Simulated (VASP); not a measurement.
# Li (P2_1/m) in VASP: further runs

Runs on Li. Level: PBEsol+D3(BJ). Tasks: single point.

Everything below comes from runs of VASP 6.6.1. Logs are shortened: lines on timing, memory, paths and dates and some standing lists are left out, and cuts for length are marked.

### 1 The cell of the first run

The structure is monoclinic, space group P2_1/m (No. 11). Conventional cell: a = 2.963 Å, b = 4.191 Å, c = 2.963 Å, α = 90.00°, β = 90.00°, γ = 90.00°. Li (site symmetry m) has 8 Li at 2.52 to 2.96 Å within 3.3 Å.

### 2 Single point, PBEsol+D3(BJ) (atoms displaced along several vibrational modes)

Contents of INCAR:

```
SYSTEM = Li
PREC = Accurate ; ENCUT = 520
EDIFF = 1E-7 ; ISMEAR = 0
SIGMA = 0.15 ; LREAL = .FALSE.
LASPH = .TRUE. ; NELM = 60
ALGO = Fast ; ISIF = 2
LWAVE = .FALSE. ; LCHARG = .FALSE.
GGA = PS ; IVDW = 12
NBANDS = 10
```

Contents of KPOINTS:

```
regular mesh
0
G
  16 16 10
  0 0 0
```

Contents of POSCAR:

```
Li
1.0
    0.0000000000     -2.0954789853     -2.0954789853
    0.0000000000      2.0954789853     -2.0954789853
    4.1909579706      0.0000000000      0.0000000000
Li
2
Direct
    0.6774773227      0.4746597316      0.5000000000
   -0.1774773227      0.0253402684      0.0000000000
```

Potentials or basis: VASP PAW PBE potentials, release 64 (Li_sv).

Launch:

```bash
$ cat potpaw_PBE.64/Li_sv/POTCAR > POTCAR
$ mpirun -np 1 vasp_std > vasp.out
```

OUTCAR:

```text
SYSTEM = Li
   PREC = Accurate
   ENCUT = 520
   EDIFF = 1E-7
   ISMEAR = 0
   LREAL = .FALSE.
   LASPH = .TRUE.
   NELM = 60
   ISIF = 2
   GGA = PS
   IVDW = 12
 IVDW          = 12

 ion  position               nearest neighbor table
   1  0.677  0.475  0.500-   2 2.52   2 2.52
   2  0.823  0.025  0.000-   1 2.52   1 2.52

  LATTYP: Found a simple tetragonal cell.
 ALAT       =     2.9634548007
 C/A-ratio  =     1.4142135624

  Lattice vectors:

 A1 = (   0.0000000000,  -2.0954789853,  -2.0954789853)
 A2 = (   0.0000000000,   2.0954789853,  -2.0954789853)
 A3 = (   4.1909579706,   0.0000000000,   0.0000000000)

Analysis of symmetry for initial positions (statically):
=====================================================================
 Subroutine PRICEL returns:
 Original cell was already a primitive cell.

 Routine SETGRP: Setting up the symmetry group for a
 simple tetragonal supercell.

 Subroutine GETGRP returns: Found  4 space group operations
 (whereof  2 operations were pure point group operations)
 out of a pool of 16 trial point group operations.

The static configuration has the point symmetry C_1h.
 The point group associated with its full space group is C_2h.

Analysis of symmetry for dynamics (positions and initial velocities):
=====================================================================
 Subroutine PRICEL returns:
 Original cell was already a primitive cell.

 Routine SETGRP: Setting up the symmetry group for a
 simple tetragonal supercell.

 Subroutine GETGRP returns: Found  4 space group operations
 (whereof  2 operations were pure point group operations)
 out of a pool of 16 trial point group operations.

The dynamic configuration has the point symmetry C_1h.
 The point group associated with its full space group is C_2h.

 Subroutine INISYM returns: Found  4 space group operations
 (whereof  2 operations are pure point group operations),
 and found     1 'primitive' translations

----------------------------------------------------------------------------------------

                                     Primitive cell

  volume of cell :      36.8053

  direct lattice vectors                    reciprocal lattice vectors
     0.000000000 -2.095478985 -2.095478985     0.000000000 -0.238608931 -0.238608931
     0.000000000  2.095478985 -2.095478985     0.000000000  0.238608931 -0.238608931
     4.190957971  0.000000000  0.000000000     0.238608931  0.000000000  0.000000000

  length of vectors
     2.963454801  2.963454801  4.190957971     0.337443986  0.337443986  0.238608931

  position of ions in fractional coordinates (direct lattice)
     0.677477323  0.474659732  0.500000000
     0.822522677  0.025340268  0.000000000

  ion indices of the primitive-cell ions
   primitive index   ion index
                 1           1
                 2           2

----------------------------------------------------------------------------------------

 KPOINTS: regular mesh

Automatic generation of k-mesh.
 Grid dimensions read from file:
 generate k-points for:   16   16   10

 Generating k-lattice:

  Cartesian coordinates                     Fractional coordinates (reciprocal lattice)
     0.000000000 -0.014913058 -0.014913058     0.062500000  0.000000000  0.000000000
     0.000000000  0.014913058 -0.014913058     0.000000000  0.062500000  0.000000000
     0.023860893  0.000000000  0.000000000     0.000000000  0.000000000  0.100000000

  Length of vectors
     0.021090249  0.021090249  0.023860893

  Shift w.r.t. Gamma in fractional coordinates (k-lattice)
     0.000000000  0.000000000  0.000000000

 Subroutine IBZKPT returns following result:
 ===========================================

 Found    780 irreducible k-points:

 Following reciprocal coordinates:
            Coordinates               Weight
  0.000000  0.000000  0.000000      1.000000
  0.062500  0.000000  0.000000      2.000000
  0.000000  0.062500  0.000000      2.000000
  0.125000  0.000000  0.000000      2.000000
  0.000000  0.125000  0.000000      2.000000
  0.187500  0.000000  0.000000      2.000000
[... 16 lines left out ...]
  0.062500  0.125000  0.000000      2.000000
  0.187500  0.062500  0.000000      2.000000
 [... further k-points ...]
   k-points           NKPTS =    780   k-points in BZ     NKDIM =    780   number of bands    NBANDS=     10
   number of dos      NEDOS =    301   number of ions     NIONS =      2
   total plane-waves  NPLWV =  18432
   dimension x,y,z NGX =    24 NGY =   24 NGZ =   32
   dimension x,y,z NGXF=    48 NGYF=   48 NGZF=   64
   ions per type =               2
   NGX,Y,Z   is equivalent  to a cutoff of  13.46, 13.46, 12.69 a.u.
   NGXF,Y,Z  is equivalent  to a cutoff of  26.93, 26.93, 25.39 a.u.
 SYSTEM =  Li
   PREC   = accura    normal or accurate (medium, high low for compatibility)
   ISTART =      0    job   : 0-new  1-cont  2-samecut
   ICHARG =      2    charge: 1-file 2-atom 10-const
   ISPIN  =      1    spin polarized calculation?
   LNONCOLLINEAR =      F non collinear calculations
   LSORBIT =      F    spin-orbit coupling
   LASPH  =      T    aspherical Exc in radial PAW
   ENCUT  =  520.0 eV  38.22 Ry    6.18 a.u.   5.51  5.51  7.79*2*pi/ulx,y,z
   NELM   =     60;   NELMIN=  2; NELMDL= -5     # of ELM steps
   EDIFF  = 0.1E-06   stopping-criterion for ELM
   LREAL  =      F    real-space projection
   EDIFFG = 0.1E-05   stopping-criterion for IOM
   NSW    =      0    number of steps for IOM
   IBRION =     -1    ionic relax: 0-MD 1-quasi-New 2-CG
   NFREE  =      0    steps in history (QN), initial steepest desc. (CG)
   ISIF   =      2    stress and relaxation
   ISYM   =      2    0-nonsym 1-usesym 2-fastsym
   POTIM  = 0.5000    time-step for ionic-motion
   TEBEG  =    0.0;   TEEND  =   0.0 temperature during run
   PSTRESS=    0.0 pullay stress
   NELECT =       6.0000    total number of electrons
   NUPDOWN=      -1.0000    fix difference up-down
   EMIN   =  10.00;   EMAX   =-10.00  energy-range for DOS
   EFERMI =   0.00;   METHOD = LEGACY
   ISMEAR =     0;   SIGMA  =   0.15  broadening in eV -4-tet -1-fermi 0-gaus
   EFERMI_NEDOS =   21; number of points for ismear=-14 and -15
   IALGO  =     68    algorithm
   IMIX   =      4    mixing-type and parameters
     AMIX     =   0.40;   BMIX     =  1.00
     AMIX_MAG =   1.60;   BMIX_MAG =  1.00
  volume/ion in A,a.u.               =      18.40       124.19
  Fermi-wavevector in a.u.,A,eV,Ry     =   0.894311  1.690003 10.881835  0.799792
  Thomas-Fermi vector in A             =   2.016500
   LORBIT       =      0    0 simple, 1 ext, 2 COOP (PROOUT), +10 PAW based schemes
   GGA     = PS    functional components
   LHFCALC =     F    Hartree Fock is set to
   AEXX    =    0.0000 exact exchange contribution
   IVDW    =    12    specifies the selected vdW correction
   LEPSILON=     F    determine dielectric tensor
   LRPA    =     F    only Hartree local field effects (RPA)
 non-spin polarized calculation
 RMM-DIIS sequential band-by-band and
 Gauss-broadening in eV      SIGMA  =   0.15
  energy-cutoff  :      520.00
  volume of cell :       36.81
 maximum number of plane-waves:      1011
 NGX is ok and might be reduce to    24
   NGX = 11   NGY = 11   NGZ = 15

 number of electron       5.9999990 magnetization

 Free energy of the ion-electron system (eV)
  ---------------------------------------------------
  ext. energy  EPLUGINS =         0.00000000
  ---------------------------------------------------
  free energy    TOTEN  =        -3.61771415 eV

  energy without entropy =       -3.60938038  energy(sigma->0) =       -3.61354727

 E-fermi :   0.9354     XC(G=0):  -7.2546

 val. band max:        0.9316379417   @ k =  -0.3125   0.4375   0.0000
 cond. band min:       0.9394491819   @ k =  -0.1250   0.5000   0.5000
 fundamental gap:      0.0078112402
 Fermi energy:         0.9354411166

 k-point     1 :       0.0000    0.0000    0.0000
  band No.  band energies     occupation
      1     -45.1276      2.00000
      2     -45.0530      2.00000
      3      -2.7354      2.00000
      4       2.2780      0.00000
      5       6.0866      0.00000
      6       9.7235      0.00000
      7      10.2712      0.00000
      8      12.2337      0.00000
      9      13.8162      0.00000
     10      16.6049      0.00000

 k-point     2 :       0.0625    0.0000    0.0000
  band No.  band energies     occupation
      1     -45.1272      2.00000
      2     -45.0528      2.00000
      3      -2.6878      2.00000
      4       2.3389      0.00000
      5       6.1018      0.00000
      6       9.3658      0.00000
      7       9.7927      0.00000
      8      13.0370      0.00000
      9      13.7998      0.00000
     10      16.5538      0.00000

 k-point     3 :       0.0000    0.0625    0.0000
  band No.  band energies     occupation
      1     -45.1266      2.00000
      2     -45.0534      2.00000
      3      -2.6881      2.00000
      4       2.3438      0.00000
      5       5.9957      0.00000
      6       9.2138      0.00000
      7      10.4853      0.00000
      8      12.2193      0.00000
      9      14.3482      0.00000
     10      16.3237      0.00000

 k-point     4 :       0.1250    0.0000    0.0000
  band No.  band energies     occupation
      1     -45.1260      2.00000
      2     -45.0520      2.00000
      3      -2.5452      2.00000
      4       2.5207      0.00000
      5       6.1070      0.00000
      6       8.0512      0.00000
      7       9.9550      0.00000
      8      12.9935      0.00000
      9      14.8781      0.00000
     10      15.6087      0.00000
[... 222 lines left out ...]
 k-point    22 :      -0.1250    0.0625    0.0000
  band No.  band energies     occupation
      1     -45.1250      2.00000
      2     -45.0523      2.00000
      3      -2.4969      2.00000
      4       2.5866      0.00000
      5       6.0672      0.00000
      6       7.8859      0.00000
      7       9.7211      0.00000
      8      13.4140      0.00000
      9      15.2600      0.00000
     10      15.5233      0.00000

 k-point    23 :       0.0625    0.1250    0.0000
  band No.  band energies     occupation
      1     -45.1233      2.00000
      2     -45.0540      2.00000
      3      -2.4980      2.00000
      4       2.6018      0.00000
      5       5.6954      0.00000
      6       8.4444      0.00000
      7       9.8300      0.00000
      8      13.0958      0.00000
      9      14.8061      0.00000
     10      14.9502      0.00000

 k-point    24 :       0.1875    0.0625    0.0000
  band No.  band energies     occupation
      1     -45.1233      2.00000
      2     -45.0510      2.00000
      3      -2.2602      2.00000
      4       2.8854      0.00000
      5       5.8389      0.00000
      6       7.0578      0.00000
      7       9.6413      0.00000
      8      13.0487      0.00000
      9      14.0516      0.00000
     10      15.8240      0.00000

 [... further k-points ...]

------------------------ aborting loop because EDIFF is reached ----------------------------------------

 Edisp (eV)   -0.32955

 E8    (eV) :    -0.2110

  FORCE on cell =-STRESS in cart. coord.  units (eV):
  Direction    XX          YY          ZZ          XY          YZ          ZX
  --------------------------------------------------------------------------------------
  -------------------------------------------------------------------------------------
  Total       1.27045    -0.42747    -0.51503     0.00000    -1.18105     0.00000
  in kB      55.30435   -18.60835   -22.41989     0.00000   -51.41232     0.00000
  external pressure =        4.76 kB  Pullay stress =        0.00 kB

 VOLUME and BASIS-vectors are now :
 -----------------------------------------------------------------------------
  energy-cutoff  :      520.00
  volume of cell :       36.81
      direct lattice vectors                 reciprocal lattice vectors
     0.000000000 -2.095478985 -2.095478985     0.000000000 -0.238608931 -0.238608931
     0.000000000  2.095478985 -2.095478985     0.000000000  0.238608931 -0.238608931
     4.190957971  0.000000000  0.000000000     0.238608931  0.000000000  0.000000000

 POSITION                                       TOTAL-FORCE (eV/Angst)
 -----------------------------------------------------------------------------------
      2.09548     -0.42500     -2.41428         0.000000      0.353085      0.096863
      0.00000     -1.67048     -1.77668         0.000000     -0.353085     -0.096863
 -----------------------------------------------------------------------------------
    total drift:                               -0.000000     -0.000000     -0.000000

  FREE ENERGIE OF THE ION-ELECTRON SYSTEM (eV)
  ---------------------------------------------------
  free  energy   TOTEN  =        -3.9472636042 eV

  energy  without entropy=       -3.9389298355  energy(sigma->0) =       -3.94309672
```

Run time: 5.9 min. Hardware: 1 thread of Oxide Virtual Turin-like, shared host; peak memory 0.29 GiB.

Results:

```yaml
Free_energy: -3.9473 eV
Largest_force: 0.366 eV/Å
Band_gap_on_the_k_mesh: zero (bands 3 and 4 overlap by 4.77 eV)
Dispersion_energy_per_atom: -0.165 eV
```

Forces in eV/Å, atoms in the order of the input:
```
Li   0.000  0.353  0.097
Li   0.000 -0.353 -0.097
```

Levels at points of the mesh, in eV from the Fermi level:
| k point | band 1 | band 2 | band 3 | band 4 | band 5 | band 6 |
| --- | --- | --- | --- | --- | --- | --- |
| (0.00, 0.00, 0.00) | -46.06 | -45.99 | -3.67 | 1.34 | 5.15 | 8.79 |
| (0.50, 0.00, 0.00) | -46.05 | -45.98 | -1.32 | 0.73 | 4.08 | 6.63 |
| (0.00, 0.50, 0.00) | -46.03 | -46.00 | -0.78 | -0.44 | 5.23 | 5.89 |
| (0.50, 0.50, 0.00) | -46.02 | -46.00 | 2.01 | 2.39 | 3.28 | 3.88 |
| (0.00, 0.00, 0.50) | -46.03 | -46.03 | -2.13 | -2.13 | 10.59 | 10.59 |
| (0.50, 0.00, 0.50) | -46.02 | -46.02 | 0.46 | 0.46 | 2.26 | 2.26 |
| (0.00, 0.50, 0.50) | -46.02 | -46.02 | -0.24 | -0.24 | 3.32 | 3.32 |
| (0.50, 0.50, 0.50) | -46.01 | -46.01 | 2.64 | 2.64 | 3.97 | 3.97 |

Caveat: the cell differs from its parent crystal (atoms displaced along several vibrational modes); the cutoff is under 1.25 times the usual one of these potentials, so pressure, stress and relaxed cells hold a basis-set (Pulay) error; the PAW data sets were made with another functional, which shifts forces and pressure a little.

### 3 Single point, PBEsol+D3(BJ) (atoms displaced along several vibrational modes)

Contents of INCAR:

```
SYSTEM = Li
  PREC = Accurate
  ENCUT = 520
  EDIFF = 1E-6
  ISMEAR = 0
  SIGMA = 0.15
  LREAL = .FALSE.
  LASPH = .TRUE.
  NELM = 80
  ALGO = Fast
  ISIF = 2
  LWAVE = .FALSE.
  LCHARG = .TRUE.
  GGA = PS
  IVDW = 12
  LELF = .TRUE.
  LVHAR = .TRUE.
  NBANDS = 10
```

KPOINTS is that of step 2.

Contents of POSCAR:

```
Li
1.0
    0.0000000000     -2.0954789853     -2.0954789853
    0.0000000000      2.0954789853     -2.0954789853
    4.1909579706      0.0000000000      0.0000000000
Li
2
Direct
    0.6267490640      0.4239314729      0.5000000000
   -0.1267490640      0.0760685271      0.0000000000
```

Potentials or basis: VASP PAW PBE potentials, release 64 (Li_sv).

Launch:

```bash
$ cat potpaw_PBE.64/Li_sv/POTCAR > POTCAR
$ mpirun -np 1 vasp_std > vasp.out
```

It took 2.7 min on 1 thread of Oxide Virtual Turin-like, shared host; peak memory 0.28 GiB.

Results (log left out):

* Free energy: -3.9692 eV
* Largest force: 0.597 eV/Å
* Band gap on the k mesh: zero (bands 3 and 4 overlap by 5.09 eV)
* Dispersion energy per atom: -0.165 eV

Forces on the atoms (eV/Å):
```
Li   0.000  0.596  0.020
Li   0.000 -0.596 -0.020
```

Levels at points of the mesh, in eV from the Fermi level:
| k point | band 1 | band 2 | band 3 | band 4 | band 5 | band 6 |
| --- | --- | --- | --- | --- | --- | --- |
| (0.00, 0.00, 0.00) | -46.10 | -46.02 | -3.71 | 1.32 | 5.10 | 9.25 |
| (0.50, 0.00, 0.00) | -46.09 | -46.02 | -1.25 | 0.32 | 4.30 | 7.14 |
| (0.00, 0.50, 0.00) | -46.08 | -46.03 | -1.07 | -0.08 | 4.67 | 6.55 |
| (0.50, 0.50, 0.00) | -46.07 | -46.02 | 1.55 | 2.36 | 3.24 | 4.91 |
| (0.00, 0.00, 0.50) | -46.06 | -46.06 | -2.17 | -2.17 | 10.29 | 10.29 |
| (0.50, 0.00, 0.50) | -46.05 | -46.05 | 0.13 | 0.13 | 2.66 | 2.66 |
| (0.00, 0.50, 0.50) | -46.05 | -46.05 | -0.12 | -0.12 | 3.05 | 3.05 |
| (0.50, 0.50, 0.50) | -46.04 | -46.04 | 2.92 | 2.92 | 3.67 | 3.67 |

Caveat: the cell differs from its parent crystal (atoms displaced along several vibrational modes); the cutoff is under 1.25 times the usual one of these potentials, so pressure, stress and relaxed cells hold a basis-set (Pulay) error; the PAW data sets were made with another functional, which shifts forces and pressure a little.

(Part 1 of 2 ends here.)
